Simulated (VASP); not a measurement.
# Si4O7 (a cell with a defect) in VASP: a series of runs

The runs below take Si4O7 (a cell with a defect) through single point, with PBE.

Program: VASP 6.6.1. These are calculated values, not measurements. Logs are shortened: lines on timing, memory, paths and dates and some standing lists are left out, and cuts for length are marked.

### 1 The cell of the first run

The cell holds a defect, 11 atoms: a = 5.080 Å, b = 5.080 Å, c = 7.091 Å, α = 90.00°, β = 90.00°, γ = 90.00°.

### 2 Single point, PBE

Input file INCAR:

```
PREC = Accurate
ENCUT = 520
EDIFF = 1E-6
ISMEAR = 0
SIGMA = 0.05
LREAL = F
LASPH = T
NELM = 100
ALGO = Normal
ISIF = 2
LWAVE = F
LCHARG = F
GGA = PE
NBANDS = 40
```

Input file KPOINTS:

```
Automatic mesh
0
Gamma
  4 4 4
```

Input file POSCAR:

```
Si4O7
1.0
    5.0799801732      0.0000000000      0.0000000000
    0.0000000000      5.0799801732      0.0000000000
    0.0000000000      0.0000000000      7.0914769300
Si O
4 7
Direct
    0.2944292339      0.2944292339      0.0000000000
    0.2055707661      0.7944292339      0.2500000000
    0.7055707661      0.7055707661      0.5000000000
    0.7944292339      0.2055707661      0.7500000000
    0.4053663613      0.7409644515      0.4248320116
    0.7590355485      0.9053663613      0.6748320116
    0.5946336387      0.2590355485      0.9248320116
    0.7409644515      0.4053663613      0.5751679884
    0.9340721075      1.0200166958      0.3123088377
    0.2590355485      0.5946336387      0.0751679884
    0.0946336387      0.2409644515      0.8251679884
```

Potentials or basis: VASP PAW PBE potentials, release 64 (Si, O).

Command:

```
$ cat potpaw_PBE.64/Si/POTCAR potpaw_PBE.64/O/POTCAR > POTCAR
$ mpirun -np 1 vasp_std > vasp.out
```

OUTCAR:

```text
PREC = Accurate
   ENCUT = 520
   EDIFF = 1E-6
   ISMEAR = 0
   LREAL = F
   LASPH = T
   NELM = 100
   ISIF = 2
   GGA = PE

 ion  position               nearest neighbor table
   1  0.294  0.294  0.000-  11 1.63  10 1.63   7 1.63   4 3.13   2 3.13   2 3.13   4 3.13
   2  0.206  0.794  0.250-   5 1.63  10 1.63   9 1.85   3 3.13   1 3.13   1 3.13   3 3.13
   3  0.706  0.706  0.500-   6 1.63   5 1.63   8 1.63   9 2.38   2 3.13   4 3.13   4 3.13   2 3.13

   4  0.794  0.206  0.750-   7 1.63   8 1.63   6 1.63  11 1.63   1 3.13   3 3.13   3 3.13   1 3.13

   5  0.405  0.741  0.425-   2 1.63   3 1.63
   6  0.759  0.905  0.675-   3 1.63   4 1.63
   7  0.595  0.259  0.925-   4 1.63   1 1.63
   8  0.741  0.405  0.575-   4 1.63   3 1.63
   9  0.934  0.020  0.312-   2 1.85   3 2.38
  10  0.259  0.595  0.075-   2 1.63   1 1.63
  11  0.095  0.241  0.825-   1 1.63   4 1.63

  LATTYP: Found a simple tetragonal cell.
 ALAT       =     5.0799801732
 C/A-ratio  =     1.3959654739

  Lattice vectors:

 A1 = (   5.0799801732,   0.0000000000,   0.0000000000)
 A2 = (   0.0000000000,   5.0799801732,   0.0000000000)
 A3 = (   0.0000000000,   0.0000000000,   7.0914769300)

Analysis of symmetry for initial positions (statically):
=====================================================================
 Subroutine PRICEL returns:
 Original cell was already a primitive cell.

 Routine SETGRP: Setting up the symmetry group for a
 simple tetragonal supercell.

 Subroutine GETGRP returns: Found  1 space group operations
 (whereof  1 operations were pure point group operations)
 out of a pool of 16 trial point group operations.

The static configuration has the point symmetry C_1 .

Analysis of symmetry for dynamics (positions and initial velocities):
=====================================================================
 Subroutine PRICEL returns:
 Original cell was already a primitive cell.

 Routine SETGRP: Setting up the symmetry group for a
 simple tetragonal supercell.

 Subroutine GETGRP returns: Found  1 space group operations
 (whereof  1 operations were pure point group operations)
 out of a pool of 16 trial point group operations.

The dynamic configuration has the point symmetry C_1 .

[... 121 lines left out ...]
   NFREE  =      0    steps in history (QN), initial steepest desc. (CG)
   ISIF   =      2    stress and relaxation
   ISYM   =      2    0-nonsym 1-usesym 2-fastsym
   POTIM  = 0.5000    time-step for ionic-motion
   TEBEG  =    0.0;   TEEND  =   0.0 temperature during run
   PSTRESS=    0.0 pullay stress
   NELECT =      58.0000    total number of electrons
   NUPDOWN=      -1.0000    fix difference up-down
   EMIN   =  10.00;   EMAX   =-10.00  energy-range for DOS
   EFERMI =   0.00;   METHOD = LEGACY
   ISMEAR =     0;   SIGMA  =   0.05  broadening in eV -4-tet -1-fermi 0-gaus
   EFERMI_NEDOS =   21; number of points for ismear=-14 and -15
   IALGO  =     38    algorithm
   IMIX   =      4    mixing-type and parameters
     AMIX     =   0.40;   BMIX     =  1.00
     AMIX_MAG =   1.60;   BMIX_MAG =  1.00
  volume/ion in A,a.u.               =      16.64       112.27
  Fermi-wavevector in a.u.,A,eV,Ry     =   1.116171  2.109257 16.950639  1.245837
  Thomas-Fermi vector in A             =   2.252782
   LORBIT       =      0    0 simple, 1 ext, 2 COOP (PROOUT), +10 PAW based schemes
   GGA     = PE    functional components
   LHFCALC =     F    Hartree Fock is set to
   AEXX    =    0.0000 exact exchange contribution
   IVDW    =     0    specifies the selected vdW correction
   LEPSILON=     F    determine dielectric tensor
   LRPA    =     F    only Hartree local field effects (RPA)
 non-spin polarized calculation
 Gauss-broadening in eV      SIGMA  =   0.05
  energy-cutoff  :      520.00
  volume of cell :      183.00
 maximum number of plane-waves:      4954
 NGX is ok and might be reduce to    40
   NGX = 19   NGY = 19   NGZ = 27

 number of electron      57.9999988 magnetization

 Free energy of the ion-electron system (eV)
  ---------------------------------------------------
  ext. energy  EPLUGINS =         0.00000000
  ---------------------------------------------------
  free energy    TOTEN  =       -79.38414866 eV

  energy without entropy =      -79.38390601  energy(sigma->0) =      -79.38402734

 E-fermi :   2.5583     XC(G=0):  -8.0527

 val. band max:        2.5002893666   @ k =   0.5000   0.5000   0.5000
 cond. band min:       2.6155149249   @ k =   0.0000   0.0000   0.5000
 fundamental gap:      0.1152255584
 Fermi energy:         2.5583043693

 k-point     1 :       0.0000    0.0000    0.0000
  band No.  band energies     occupation
      1     -19.7535      2.00000
      2     -19.0275      2.00000
      3     -19.0005      2.00000
      4     -18.2015      2.00000
      5     -17.9715      2.00000
      6     -17.7345      2.00000
[... 1021 lines left out ...]
     39       9.5535      0.00000
     40       9.9119      0.00000

 [... further k-points ...]

------------------------ aborting loop because EDIFF is reached ----------------------------------------

  FORCE on cell =-STRESS in cart. coord.  units (eV):
  Direction    XX          YY          ZZ          XY          YZ          ZX
  --------------------------------------------------------------------------------------
  -------------------------------------------------------------------------------------
  Total       -2.6313032     -8.5670232     -0.7644338      1.5912879      3.3258836      2.7845831
  in kB      -23.0367255    -75.0032008     -6.6925205     13.9315240     29.1176889     24.3786713
  external PRESSURE =     -34.9108156 kB  Pullay stress =       0.0000000 kB

 VOLUME and BASIS-vectors are now :
 -----------------------------------------------------------------------------
  energy-cutoff  :      520.00
  volume of cell :      183.00
      direct lattice vectors                 reciprocal lattice vectors
     5.079980173  0.000000000  0.000000000     0.196851162  0.000000000  0.000000000
     0.000000000  5.079980173  0.000000000     0.000000000  0.196851162  0.000000000
     0.000000000  0.000000000  7.091476930     0.000000000  0.000000000  0.141014349

 POSITION                                       TOTAL-FORCE (eV/Angst)
 -----------------------------------------------------------------------------------
      1.49569      1.49569      0.00000        -0.141396     -3.051490      1.354248
      1.04430      4.03568      1.77287        -1.929854      5.494030     -0.665769
      3.58429      3.58429      3.54574         0.829981      1.913814      0.062727
      4.03568      1.04430      5.31861         0.385973     -0.413399      0.388931
      2.05925      3.76408      3.01269        -0.430563     -0.345665     -0.279359
      3.85589      4.59924      4.78556        -0.223292     -0.335051      0.386813
      3.02073      1.31590      6.55842         0.467188      0.389752     -0.549037
      3.76408      2.05925      4.07879        -0.039942      0.858746     -0.706186
      4.74507      0.10168      2.21473         2.033102     -5.624754     -0.187460
      1.31590      3.02073      0.53305        -0.657038      0.888565      0.789852
      0.48074      1.22409      5.85166        -0.294158      0.225452     -0.594760
 -----------------------------------------------------------------------------------
    total drift:                                0.000395     -0.000050     -0.000012

  FREE ENERGIE OF THE ION-ELECTRON SYSTEM (eV)
  ---------------------------------------------------
  free  energy   TOTEN  =       -79.3841486608 eV

  energy  without entropy=      -79.3839060128  energy(sigma->0) =      -79.38402734
```

stdout:

```text
POSCAR found type information on POSCAR SiO
 POSCAR found :  2 types and      11 ions
 scaLAPACK will be used
 LDA part: xc-table for (Slater+PW92), standard interpolation
 POSCAR, INCAR and KPOINTS ok, starting setup
 FFT: planning ... GRIDC
 FFT: planning ... GRID_SOFT
 FFT: planning ... GRID
 WAVECAR not read
 entering main loop
```

Wall time 3.4 min (1 thread of Intel Xeon 6975P-C (Granite Rapids), shared host); peak memory 0.37 GiB.

What came out:

```
Free energy            : -79.3841 eV
Pressure               : -3.5 GPa
Largest force          : 5.984 eV/Å
Band gap on the k mesh : 0.12 eV
```

Forces on the atoms (eV/Å):
```
Si  -0.141 -3.051  1.354
Si  -1.930  5.494 -0.666
Si   0.830  1.914  0.063
Si   0.386 -0.413  0.389
O   -0.431 -0.346 -0.279
O   -0.223 -0.335  0.387
O    0.467  0.390 -0.549
O   -0.040  0.859 -0.706
O    2.033 -5.625 -0.187
O   -0.657  0.889  0.790
O   -0.294  0.225 -0.595
```

Caveat: the cell differs from its parent crystal (atoms taken out, atom 9 moved 0.375 of the way to it and +0.900 Å across, host rigid); semilocal functionals underestimate gaps, and a narrow one can read as zero.

### 3 Single point, PBE

Input file INCAR:

```
ALGO     = Normal         # electronic algorithm
EDIFF    = 1E-7           # SCF threshold, eV
ENCUT    = 520            # plane-wave cutoff, eV
GGA      = PE             # functional
ISIF     = 2              # what is computed and relaxed
ISMEAR   = 0              # smearing method
LASPH    = T              # aspherical terms in the spheres
LCHARG   = F              # write CHGCAR
LREAL    = F              # projectors in reciprocal space
LWAVE    = F              # write WAVECAR
NBANDS   = 40             # bands
NELM     = 100            # most SCF steps
PREC     = Accurate       # precision mode
SIGMA    = 0.05           # smearing width, eV
```

Input file KPOINTS:

```
k-points
0
Gamma
  4 4 4
```

Edit POSCAR of step 2 so:

```diff
@@ -16,3 +16,3 @@
     0.7409644515      0.4053663613      0.5751679884
-    0.9340721075      1.0200166958      0.3123088377
+    1.0665433989      1.0363502866      0.2529664232
     0.2590355485      0.5946336387      0.0751679884
```

Potentials or basis: VASP PAW PBE potentials, release 64 (Si, O).

Command:

```
$ cat potpaw_PBE.64/Si/POTCAR potpaw_PBE.64/O/POTCAR > POTCAR
$ mpirun -np 1 vasp_std > vasp.out
```

It took 9.1 min on 1 thread of Intel Xeon 8259CL, shared host; peak memory 0.38 GiB.

The run converged. Its results:

| Quantity | Value |
| --- | --- |
| Free energy | -79.4829 eV |
| Pressure | 3.9 GPa |
| Largest force | 10.834 eV/Å |
| Band gap on the k mesh | 0.47 eV |

Forces on the atoms (eV/Å):
```
Si  -0.541 -0.815  0.377
Si   3.195 -8.975  1.839
Si   2.104  0.067 -1.350
Si   0.030 -0.312 -0.739
O   -0.101 -0.103 -0.402
O   -0.121  0.327  0.689
O   -0.289  0.058  0.479
O   -0.212 -0.526  0.609
O   -4.254  9.780 -1.904
O   -0.042  0.483  0.160
O    0.231  0.015  0.241
```

Stress tensor (GPa, compression positive):
```
 2.03 -6.84  3.21
-6.84 10.87  1.03
 3.21  1.03 -1.32
```

Levels at points of the mesh, in eV from the valence-band top:
```tsv
k point	band 27	band 28	band 29	band 30	band 31	band 32
(0.00, 0.00, 0.00)	-3.77	-3.30	-1.33	0.75	3.81	4.01
(0.50, 0.00, 0.00)	-3.71	-3.49	-0.25	0.63	2.79	4.39
(0.00, 0.50, 0.00)	-3.89	-3.57	-0.67	0.78	3.10	3.93
(0.50, 0.50, 0.00)	-3.94	-3.50	-0.14	1.16	2.95	3.36
(0.00, 0.00, 0.50)	-3.71	-3.52	-0.93	0.47	3.41	4.00
(0.50, 0.00, 0.50)	-3.81	-3.33	-0.50	0.88	2.82	4.30
(0.00, 0.50, 0.50)	-3.85	-3.46	-0.87	1.00	3.13	4.02
(0.50, 0.50, 0.50)	-4.05	-3.54	0.00	1.08	2.96	3.34
```

Caveat: the cell differs from its parent crystal (atoms taken out, atom 9 moved 0.625 of the way to it and +0.450 Å across, host rigid); semilocal functionals underestimate gaps, and a narrow one can read as zero.

### 4 Single point, PBE

Input file INCAR:

```
SYSTEM = Si4O7
PREC = Accurate ; ENCUT = 520
EDIFF = 1E-6 ; ISMEAR = 0
SIGMA = 0.05 ; LREAL = .FALSE.
LASPH = .TRUE. ; NELM = 60
ALGO = Normal ; ISIF = 2
LWAVE = .FALSE. ; LCHARG = .FALSE.
GGA = PE ; NBANDS = 40
```

Input file KPOINTS:

```
regular mesh
0
G
  4 4 4
  0 0 0
```

Edit POSCAR of step 3 so:

```diff
@@ -16,3 +16,3 @@
     0.7409644515      0.4053663613      0.5751679884
-    1.0665433989      1.0363502866      0.2529664232
+    0.8987443537      0.8685512415      0.3281344116
     0.2590355485      0.5946336387      0.0751679884
```

Potentials or basis: VASP PAW PBE potentials, release 64 (Si, O).

Command:

```
$ cat potpaw_PBE.64/Si/POTCAR potpaw_PBE.64/O/POTCAR > POTCAR
$ mpirun -np 1 vasp_std > vasp.out
```

OUTCAR:

```text
SYSTEM = Si4O7
   PREC = Accurate
   ENCUT = 520
   EDIFF = 1E-6
   ISMEAR = 0
   LREAL = .FALSE.
   LASPH = .TRUE.
   NELM = 60
   ISIF = 2
   GGA = PE

 ion  position               nearest neighbor table
   1  0.294  0.294  0.000-  11 1.63  10 1.63   7 1.63   4 3.13   2 3.13   2 3.13   4 3.13
   2  0.206  0.794  0.250-   5 1.63  10 1.63   9 1.70   3 3.13   1 3.13   1 3.13   3 3.13
   3  0.706  0.706  0.500-   6 1.63   5 1.63   8 1.63   9 1.77   2 3.13   4 3.13   4 3.13   2 3.13

   4  0.794  0.206  0.750-   7 1.63   8 1.63   6 1.63  11 1.63   1 3.13   3 3.13   3 3.13   1 3.13

   5  0.405  0.741  0.425-   2 1.63   3 1.63
   6  0.759  0.905  0.675-   3 1.63   4 1.63
   7  0.595  0.259  0.925-   4 1.63   1 1.63
   8  0.741  0.405  0.575-   4 1.63   3 1.63
   9  0.899  0.869  0.328-   2 1.70   3 1.77
  10  0.259  0.595  0.075-   2 1.63   1 1.63
  11  0.095  0.241  0.825-   1 1.63   4 1.63

  LATTYP: Found a simple tetragonal cell.
 ALAT       =     5.0799801732
 C/A-ratio  =     1.3959654739

  Lattice vectors:

 A1 = (   5.0799801732,   0.0000000000,   0.0000000000)
 A2 = (   0.0000000000,   5.0799801732,   0.0000000000)
 A3 = (   0.0000000000,   0.0000000000,   7.0914769300)

Analysis of symmetry for initial positions (statically):
=====================================================================
 Subroutine PRICEL returns:
 Original cell was already a primitive cell.

 Routine SETGRP: Setting up the symmetry group for a
 simple tetragonal supercell.

 Subroutine GETGRP returns: Found  1 space group operations
 (whereof  1 operations were pure point group operations)
 out of a pool of 16 trial point group operations.

The static configuration has the point symmetry C_1 .

Analysis of symmetry for dynamics (positions and initial velocities):
=====================================================================
[... 156 lines left out ...]
   IVDW    =     0    specifies the selected vdW correction
   LEPSILON=     F    determine dielectric tensor
   LRPA    =     F    only Hartree local field effects (RPA)
 non-spin polarized calculation
 Gauss-broadening in eV      SIGMA  =   0.05
  energy-cutoff  :      520.00
  volume of cell :      183.00
 maximum number of plane-waves:      4954
 NGX is ok and might be reduce to    40
   NGX = 19   NGY = 19   NGZ = 27

 number of electron      57.9999989 magnetization

 Free energy of the ion-electron system (eV)
  ---------------------------------------------------
  ext. energy  EPLUGINS =         0.00000000
  ---------------------------------------------------
  free energy    TOTEN  =       -82.99502938 eV

  energy without entropy =      -82.99502938  energy(sigma->0) =      -82.99502938

 E-fermi :   2.2060     XC(G=0):  -7.9471

 val. band max:        1.9568580356   @ k =   0.5000   0.5000   0.5000
 cond. band min:       4.3874530034   @ k =   0.0000   0.5000   0.0000
 fundamental gap:      2.4305949677
 Fermi energy:         2.2059841653

 k-point     1 :       0.0000    0.0000    0.0000
  band No.  band energies     occupation
      1     -19.7457      2.00000
      2     -18.9323      2.00000
      3     -18.8585      2.00000
      4     -18.1140      2.00000
      5     -17.9292      2.00000
      6     -17.7511      2.00000
[... 1021 lines left out ...]
     39       9.7148      0.00000
     40      10.0096      0.00000

 [... further k-points ...]

------------------------ aborting loop because EDIFF is reached ----------------------------------------

  FORCE on cell =-STRESS in cart. coord.  units (eV):
  Direction    XX          YY          ZZ          XY          YZ          ZX
  --------------------------------------------------------------------------------------
  -------------------------------------------------------------------------------------
  Total       -1.4916917     -5.3992973     -1.7652924     -1.2988002      5.2765893      2.5589255
  in kB      -13.0595718    -47.2701621    -15.4549109    -11.3708308     46.1958693     22.4030679
  external PRESSURE =     -25.2615483 kB  Pullay stress =       0.0000000 kB

 VOLUME and BASIS-vectors are now :
 -----------------------------------------------------------------------------
  energy-cutoff  :      520.00
  volume of cell :      183.00
      direct lattice vectors                 reciprocal lattice vectors
     5.079980173  0.000000000  0.000000000     0.196851162  0.000000000  0.000000000
     0.000000000  5.079980173  0.000000000     0.000000000  0.196851162  0.000000000
     0.000000000  0.000000000  7.091476930     0.000000000  0.000000000  0.141014349

 POSITION                                       TOTAL-FORCE (eV/Angst)
 -----------------------------------------------------------------------------------
      1.49569      1.49569      0.00000        -0.286090     -2.910934      1.662989
      1.04430      4.03568      1.77287        -0.521106      3.739597     -1.286030
      3.58429      3.58429      3.54574         0.883507      1.944339     -0.680122
      4.03568      1.04430      5.31861         0.227901     -0.520926      0.405104
      2.05925      3.76408      3.01269        -0.289657     -0.472060      0.083956
      3.85589      4.59924      4.78556        -0.223784     -0.100631      0.477387
      3.02073      1.31590      6.55842         0.406334      0.297650     -0.381126
      3.76408      2.05925      4.07879         0.184211      0.726532     -0.903663
      4.56560      4.41222      2.32696         0.371224     -3.042676      0.714361
      1.31590      3.02073      0.53305        -0.468286      0.141454      0.481418
      0.48074      1.22409      5.85166        -0.284254      0.197655     -0.574274
 -----------------------------------------------------------------------------------
    total drift:                                0.000114     -0.000352      0.000143

  FREE ENERGIE OF THE ION-ELECTRON SYSTEM (eV)
  ---------------------------------------------------
  free  energy   TOTEN  =       -82.9950293791 eV

  energy  without entropy=      -82.9950293791  energy(sigma->0) =      -82.99502938
```

stdout:

```text
POSCAR found type information on POSCAR SiO
 POSCAR found :  2 types and      11 ions
 scaLAPACK will be used
 LDA part: xc-table for (Slater+PW92), standard interpolation
 POSCAR, INCAR and KPOINTS ok, starting setup
 FFT: planning ... GRIDC
 FFT: planning ... GRID_SOFT
 FFT: planning ... GRID
 WAVECAR not read
 entering main loop
```

Wall time 7.4 min (1 thread of Intel Xeon 8259CL, shared host); peak memory 0.38 GiB.

Results:

| Property | Result |
| --- | --- |
| Free energy | -82.9950 eV |
| Pressure | -2.5 GPa |
| Largest force | 3.989 eV/Å |
| Band gap on the k mesh | 2.43 eV |

Forces in eV/Å, atoms in the order of the input:
```
Si  -0.286 -2.911  1.663
Si  -0.521  3.740 -1.286
Si   0.884  1.944 -0.680
Si   0.228 -0.521  0.405
O   -0.290 -0.472  0.084
O   -0.224 -0.101  0.477
O    0.406  0.298 -0.381
O    0.184  0.727 -0.904
O    0.371 -3.043  0.714
O   -0.468  0.141  0.481
O   -0.284  0.198 -0.574
```

Stress tensor (GPa, compression positive):
```
-1.31 -1.14  2.24
-1.14 -4.73  4.62
 2.24  4.62 -1.55
```

Caveat: the cell differs from its parent crystal (atoms taken out, atom 9 moved 0.125 of the way to it and +0.450 Å across, host rigid).

### 5 Overview

```tsv
cell	gap on the mesh (eV)	pressure (GPa)	largest force (eV/Å)
as given, atomic positions A	0.12	-3.5	5.98
as given, atomic positions B	0.47	3.9	10.83
as given, atomic positions C	2.43	-2.5	3.99
```

Alike in all rows: task single point; level PBE; potentials or basis VASP PAW PBE potentials, release 64 (Si, O); no spin polarisation; k mesh 4 × 4 × 4; cutoff (eV) 520; smearing gaussian 0.05 eV.

Caveats: semilocal functionals underestimate gaps, and a narrow one can read as zero (at least some runs).

Total energies depend on the potentials used, so only differences within one code and one set of settings carry meaning.
